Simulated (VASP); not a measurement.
# CrAs3Rh (Pm-3m) in VASP: single point with r2SCAN

Aim: the single point of CrAs3Rh with r2SCAN.

Program: VASP 6.6.1. These are calculated values, not measurements. Logs are shortened: lines on timing, memory, paths and dates and some standing lists are left out, and cuts for length are marked.

**1. The cell of the first run**

The structure is cubic, space group Pm-3m (No. 221). The conventional cell has a = 4.576 Å, b = 4.576 Å, c = 4.576 Å, α = 90.00°, β = 90.00°, γ = 90.00°. Cr (site symmetry m-3m) has 6 As at 2.29 Å within 3.0 Å. Within 3.0 Å of As (site symmetry 4/mmm) lie 2 Cr at 2.29 Å. Within 4.3 Å of Rh (site symmetry m-3m) lie 12 As at 3.24 Å and 8 Cr at 3.96 Å.

**2. Single point, r2SCAN, collinear spin**

POSCAR reads:

```
CrAs3Rh
1.0
    4.5764726808      0.0000000000      0.0000000000
    0.0000000000      4.5764726808      0.0000000000
    0.0000000000      0.0000000000      4.5764726808
Cr As Rh
1 3 1
Direct
    0.5000000000      0.5000000000      0.5000000000
    0.0000000000      0.5000000000      0.5000000000
    0.5000000000      0.0000000000      0.5000000000
    0.5000000000      0.5000000000      0.0000000000
    0.0000000000      0.0000000000      0.0000000000
```

INCAR.step1 reads:

```
SYSTEM = CrAs3Rh
PREC = Accurate ; ENCUT = 520
ISMEAR = 0 ; SIGMA = 0.1
LREAL = .FALSE. ; LASPH = .TRUE.
NELM = 150 ; ISPIN = 2
MAGMOM = 0.81 0 0 0 -0.13 ; LMAXMIX = 4
NBANDS = 33 ; GGA = PE
ALGO = Normal ; EDIFF = 1E-4
LWAVE = .TRUE. ; LCHARG = .FALSE.
```

INCAR.step2 reads:

```
SYSTEM = CrAs3Rh
PREC = Accurate ; ENCUT = 520
EDIFF = 1E-7 ; ISMEAR = 0
SIGMA = 0.1 ; LREAL = .FALSE.
LASPH = .TRUE. ; NELM = 150
ALGO = Normal ; ISIF = 2
LWAVE = .FALSE. ; LCHARG = .FALSE.
ISPIN = 2 ; MAGMOM = 0.81 0 0 0 -0.13
LORBIT = 11 ; LMAXMIX = 4
METAGGA = R2SCAN ; LMIXTAU = .TRUE.
NBANDS = 33 ; ISTART = 1
```

KPOINTS reads:

```
Automatic mesh
0
G
  4 4 4
  0 0 0
```

Potentials or basis: VASP PAW PBE potentials, release 64 (Cr_pv, As, Rh_pv).

Started as:

```console
cat potpaw_PBE.64/Cr_pv/POTCAR potpaw_PBE.64/As/POTCAR potpaw_PBE.64/Rh_pv/POTCAR > POTCAR
cp INCAR.step1 INCAR
mpirun -np 1 vasp_std > vasp.out
cp INCAR.step2 INCAR
mpirun -np 1 vasp_std > vasp.out
```

OUTCAR:

```text
SYSTEM = CrAs3Rh
   PREC = Accurate
   ENCUT = 520
   EDIFF = 1E-7
   ISMEAR = 0
   LREAL = .FALSE.
   LASPH = .TRUE.
   NELM = 150
   ISIF = 2
   ISPIN = 2
   LORBIT = 11
   METAGGA = R2SCAN
   ISTART = 1

 ion  position               nearest neighbor table
   1  0.500  0.500  0.500-   2 2.29   3 2.29   4 2.29   4 2.29   3 2.29   2 2.29
   2  0.000  0.500  0.500-   1 2.29   1 2.29
   3  0.500  0.000  0.500-   1 2.29   1 2.29
   4  0.500  0.500  0.000-   1 2.29   1 2.29
   5  0.000  0.000  0.000-

  LATTYP: Found a simple cubic cell.
 ALAT       =     4.5764726808

  Lattice vectors:

 A1 = (   4.5764726808,   0.0000000000,   0.0000000000)
 A2 = (   0.0000000000,   4.5764726808,   0.0000000000)
 A3 = (   0.0000000000,   0.0000000000,   4.5764726808)

Analysis of symmetry for initial positions (statically):
=====================================================================
 Subroutine PRICEL returns:
 Original cell was already a primitive cell.

 Routine SETGRP: Setting up the symmetry group for a
 simple cubic supercell.

 Subroutine GETGRP returns: Found 48 space group operations
 (whereof 48 operations were pure point group operations)
 out of a pool of 48 trial point group operations.

The static configuration has the point symmetry O_h .

Analysis of symmetry for dynamics (positions and initial velocities):
=====================================================================
 Subroutine PRICEL returns:
 Original cell was already a primitive cell.

 Routine SETGRP: Setting up the symmetry group for a
 simple cubic supercell.

 Subroutine GETGRP returns: Found 48 space group operations
 (whereof 48 operations were pure point group operations)
 out of a pool of 48 trial point group operations.

The dynamic configuration has the point symmetry O_h .

Analysis of structural, dynamic, and magnetic symmetry:
=====================================================================
 Subroutine PRICEL returns:
 Original cell was already a primitive cell.

 Routine SETGRP: Setting up the symmetry group for a
 simple cubic supercell.

 Subroutine GETGRP returns: Found 48 space group operations
 (whereof 48 operations were pure point group operations)
 out of a pool of 48 trial point group operations.

The overall configuration has the point symmetry O_h .

 Subroutine INISYM returns: Found 48 space group operations
 (whereof 48 operations are pure point group operations),
 and found     1 'primitive' translations

----------------------------------------------------------------------------------------

                                     Primitive cell

  volume of cell :      95.8501

  direct lattice vectors                    reciprocal lattice vectors
     4.576472681  0.000000000  0.000000000     0.218508898  0.000000000  0.000000000
     0.000000000  4.576472681  0.000000000     0.000000000  0.218508898  0.000000000
     0.000000000  0.000000000  4.576472681     0.000000000  0.000000000  0.218508898

  length of vectors
     4.576472681  4.576472681  4.576472681     0.218508898  0.218508898  0.218508898

  position of ions in fractional coordinates (direct lattice)
     0.500000000  0.500000000  0.500000000
     0.000000000  0.500000000  0.500000000
     0.500000000  0.000000000  0.500000000
     0.500000000  0.500000000  0.000000000
     0.000000000  0.000000000  0.000000000

  ion indices of the primitive-cell ions
   primitive index   ion index
                 1           1
                 2           2
                 3           3
                 4           4
                 5           5

----------------------------------------------------------------------------------------

 KPOINTS: Automatic mesh

Automatic generation of k-mesh.
 Grid dimensions read from file:
 generate k-points for:    4    4    4

 Generating k-lattice:

  Cartesian coordinates                     Fractional coordinates (reciprocal lattice)
     0.054627224  0.000000000  0.000000000     0.250000000  0.000000000  0.000000000
     0.000000000  0.054627224  0.000000000     0.000000000  0.250000000  0.000000000
     0.000000000  0.000000000  0.054627224     0.000000000  0.000000000  0.250000000

  Length of vectors
     0.054627224  0.054627224  0.054627224

  Shift w.r.t. Gamma in fractional coordinates (k-lattice)
     0.000000000  0.000000000  0.000000000

 Subroutine IBZKPT returns following result:
 ===========================================

 Found     10 irreducible k-points:

 Following reciprocal coordinates:
            Coordinates               Weight
  0.000000  0.000000  0.000000      1.000000
  0.250000  0.000000  0.000000      6.000000
  0.500000  0.000000  0.000000      3.000000
  0.250000  0.250000  0.000000     12.000000
  0.500000  0.250000  0.000000     12.000000
  0.500000  0.500000  0.000000      3.000000
  0.250000  0.250000  0.250000      8.000000
  0.500000  0.250000  0.250000     12.000000
  0.500000  0.500000  0.250000      6.000000
  0.500000  0.500000  0.500000      1.000000
   k-points           NKPTS =     10   k-points in BZ     NKDIM =     10   number of bands    NBANDS=     33
   number of dos      NEDOS =    301   number of ions     NIONS =      5
   total plane-waves  NPLWV =  46656
   dimension x,y,z NGX =    36 NGY =   36 NGZ =   36
   dimension x,y,z NGXF=    72 NGYF=   72 NGZF=   72
   ions per type =               1   3   1
   NGX,Y,Z   is equivalent  to a cutoff of  13.08, 13.08, 13.08 a.u.
   NGXF,Y,Z  is equivalent  to a cutoff of  26.15, 26.15, 26.15 a.u.
 SYSTEM =  CrAs3Rh
   PREC   = accura    normal or accurate (medium, high low for compatibility)
   ISTART =      1    job   : 0-new  1-cont  2-samecut
   ICHARG =      0    charge: 1-file 2-atom 10-const
   ISPIN  =      2    spin polarized calculation?
   LNONCOLLINEAR =      F non collinear calculations
   LSORBIT =      F    spin-orbit coupling
   LASPH  =      T    aspherical Exc in radial PAW
   ENCUT  =  520.0 eV  38.22 Ry    6.18 a.u.   8.51  8.51  8.51*2*pi/ulx,y,z
   NELM   =    150;   NELMIN=  2; NELMDL=  0     # of ELM steps
   EDIFF  = 0.1E-06   stopping-criterion for ELM
   LREAL  =      F    real-space projection
   EDIFFG = 0.1E-05   stopping-criterion for IOM
   NSW    =      0    number of steps for IOM
   IBRION =     -1    ionic relax: 0-MD 1-quasi-New 2-CG
   NFREE  =      0    steps in history (QN), initial steepest desc. (CG)
   ISIF   =      2    stress and relaxation
   ISYM   =      2    0-nonsym 1-usesym 2-fastsym
   POTIM  = 0.5000    time-step for ionic-motion
   TEBEG  =    0.0;   TEEND  =   0.0 temperature during run
   PSTRESS=    0.0 pullay stress
   NELECT =      42.0000    total number of electrons
   NUPDOWN=      -1.0000    fix difference up-down
   EMIN   =  10.00;   EMAX   =-10.00  energy-range for DOS
   EFERMI =   0.00;   METHOD = LEGACY
   ISMEAR =     0;   SIGMA  =   0.10  broadening in eV -4-tet -1-fermi 0-gaus
   EFERMI_NEDOS =   21; number of points for ismear=-14 and -15
   IALGO  =     38    algorithm
   IMIX   =      4    mixing-type and parameters
     AMIX     =   0.40;   BMIX     =  1.00
     AMIX_MAG =   1.60;   BMIX_MAG =  1.00
  volume/ion in A,a.u.               =      19.17       129.37
  Fermi-wavevector in a.u.,A,eV,Ry     =   1.243446  2.349773 21.036768  1.546159
  Thomas-Fermi vector in A             =   2.377757
   LORBIT       =     11    0 simple, 1 ext, 2 COOP (PROOUT), +10 PAW based schemes
   METAGGA = R2SCAN    functional components
   LHFCALC =     F    Hartree Fock is set to
   AEXX    =    0.0000 exact exchange contribution
   IVDW    =     0    specifies the selected vdW correction
   LEPSILON=     F    determine dielectric tensor
   LRPA    =     F    only Hartree local field effects (RPA)
 spin polarized calculation
 Gauss-broadening in eV      SIGMA  =   0.10
  energy-cutoff  :      520.00
  volume of cell :       95.85
 maximum number of plane-waves:      2612
 NGX is ok and might be reduce to    36
   NGX = 17   NGY = 17   NGZ = 17

 number of electron      42.0000001 magnetization       0.0002028

 number of electron      42.0000001 magnetization      -0.0000003

 Free energy of the ion-electron system (eV)
  ---------------------------------------------------
  ext. energy  EPLUGINS =         0.00000000
  ---------------------------------------------------
  free energy    TOTEN  =       -79.77140206 eV

  energy without entropy =      -79.75284706  energy(sigma->0) =      -79.76212456

 E-fermi :   6.1018     XC(G=0): -11.3814

 val. band max:        6.0429379367   @ k =   0.0000   0.0000   0.0000
 cond. band min:       6.1854251873   @ k =   0.5000   0.2500   0.0000
 fundamental gap:      0.1424872506
 Fermi energy:         6.1018195629

 spin component 1

 k-point     1 :       0.0000    0.0000    0.0000
  band No.  band energies     occupation
      1     -40.3589      1.00000
      2     -40.3589      1.00000
      3     -40.3589      1.00000
      4     -38.8032      1.00000
      5     -38.8032      1.00000
      6     -38.8032      1.00000
[... 25 lines left out ...]
     32      13.7316      0.00000
     33      14.5297      0.00000

 k-point     2 :       0.2500    0.0000    0.0000
  band No.  band energies     occupation
      1     -40.3591      1.00000
      2     -40.3589      1.00000
      3     -40.3589      1.00000
      4     -38.8030      1.00000
      5     -38.8030      1.00000
      6     -38.8016      1.00000
[... 25 lines left out ...]
     32      14.7043      0.00000
     33      14.7043      0.00000
[... 250 lines left out ...]
     32      14.6713      0.00000
     33      14.9048      0.00000

 k-point    10 :       0.5000    0.5000    0.5000
  band No.  band energies     occupation
      1     -40.3593      1.00000
      2     -40.3593      1.00000
      3     -40.3593      1.00000
      4     -38.7994      1.00000
      5     -38.7994      1.00000
      6     -38.7994      1.00000
[... 25 lines left out ...]
     32      14.5789      0.00000
     33      14.5789      0.00000
 Fermi energy:         6.1018195629

 spin component 2

 k-point     1 :       0.0000    0.0000    0.0000
  band No.  band energies     occupation
      1     -40.3589      1.00000
      2     -40.3589      1.00000
      3     -40.3589      1.00000
      4     -38.8031      1.00000
      5     -38.8031      1.00000
      6     -38.8031      1.00000
[... 25 lines left out ...]
     32      13.7316      0.00000
     33      14.5297      0.00000

 k-point     2 :       0.2500    0.0000    0.0000
  band No.  band energies     occupation
      1     -40.3592      1.00000
      2     -40.3589      1.00000
      3     -40.3589      1.00000
      4     -38.8029      1.00000
      5     -38.8029      1.00000
      6     -38.8015      1.00000
[... 25 lines left out ...]
     32      14.7042      0.00000
     33      14.7770      0.00000
[... 250 lines left out ...]
     32      14.6713      0.00000
     33      14.9047      0.00000

 k-point    10 :       0.5000    0.5000    0.5000
  band No.  band energies     occupation
      1     -40.3593      1.00000
      2     -40.3593      1.00000
      3     -40.3593      1.00000
      4     -38.7993      1.00000
      5     -38.7993      1.00000
      6     -38.7993      1.00000
[... 25 lines left out ...]
     32      14.5790      0.00000
     33      14.5790      0.00000

------------------------ aborting loop because EDIFF is reached ----------------------------------------

  FORCE on cell =-STRESS in cart. coord.  units (eV):
  Direction    XX          YY          ZZ          XY          YZ          ZX
  --------------------------------------------------------------------------------------
  -------------------------------------------------------------------------------------
  Total       -1.6964354     -1.6964354     -1.6964354     -0.0000000      0.0000000     -0.0000000
  in kB      -28.3566745    -28.3566745    -28.3566745     -0.0000000      0.0000000     -0.0000000
  external PRESSURE =     -28.3566745 kB  Pullay stress =       0.0000000 kB

 VOLUME and BASIS-vectors are now :
 -----------------------------------------------------------------------------
  energy-cutoff  :      520.00
  volume of cell :       95.85
      direct lattice vectors                 reciprocal lattice vectors
     4.576472681  0.000000000  0.000000000     0.218508898  0.000000000  0.000000000
     0.000000000  4.576472681  0.000000000     0.000000000  0.218508898  0.000000000
     0.000000000  0.000000000  4.576472681     0.000000000  0.000000000  0.218508898

 POSITION                                       TOTAL-FORCE (eV/Angst)
 -----------------------------------------------------------------------------------
      2.28824      2.28824      2.28824         0.000000      0.000000      0.000000
      0.00000      2.28824      2.28824         0.000000      0.000000      0.000000
      2.28824      0.00000      2.28824         0.000000      0.000000      0.000000
      2.28824      2.28824      0.00000         0.000000      0.000000      0.000000
      0.00000      0.00000      0.00000         0.000000      0.000000      0.000000
 -----------------------------------------------------------------------------------
    total drift:                                0.000000      0.000000      0.000000

  FREE ENERGIE OF THE ION-ELECTRON SYSTEM (eV)
  ---------------------------------------------------
  free  energy   TOTEN  =       -79.7714020606 eV

  energy  without entropy=      -79.7528470597  energy(sigma->0) =      -79.76212456

 total charge

# of ion       s       p       d       tot
------------------------------------------
    1        0.495   6.438   4.459  11.392
    2        1.299   1.396   0.055   2.751
    3        1.299   1.396   0.055   2.751
    4        1.299   1.396   0.055   2.751
    5        0.166   6.037   7.375  13.578
--------------------------------------------------
tot          4.559  16.663  12.000  33.222

 magnetization (x)

# of ion       s       p       d       tot
------------------------------------------
    1        0.000   0.000   0.000   0.000
    2       -0.000  -0.000   0.000  -0.000
    3       -0.000  -0.000   0.000  -0.000
    4       -0.000  -0.000   0.000  -0.000
    5        0.000  -0.000  -0.000  -0.000
--------------------------------------------------
tot          0.000  -0.000   0.000   0.000
```

It took 7.4 min on 1 thread of Oxide Virtual Turin-like, shared host; peak memory 0.26 GiB.

What came out:

```yaml
Free_energy: -79.7714 eV
Pressure: -2.8 GPa
Band_gap_on_the_k_mesh: zero (filled and empty bands overlap)
Net_moment: 0.00 μB per cell
Valence_electrons_inside_the_program's_atomic_spheres: Cr 11.39; As 2.75; Rh 13.58
```

Caveat: the moments typed at the start vanished in this run; the PAW data sets were made with another functional, which shifts forces and pressure a little.

The gap in the log of VASP goes by the Fermi energy; the results here count the filled bands.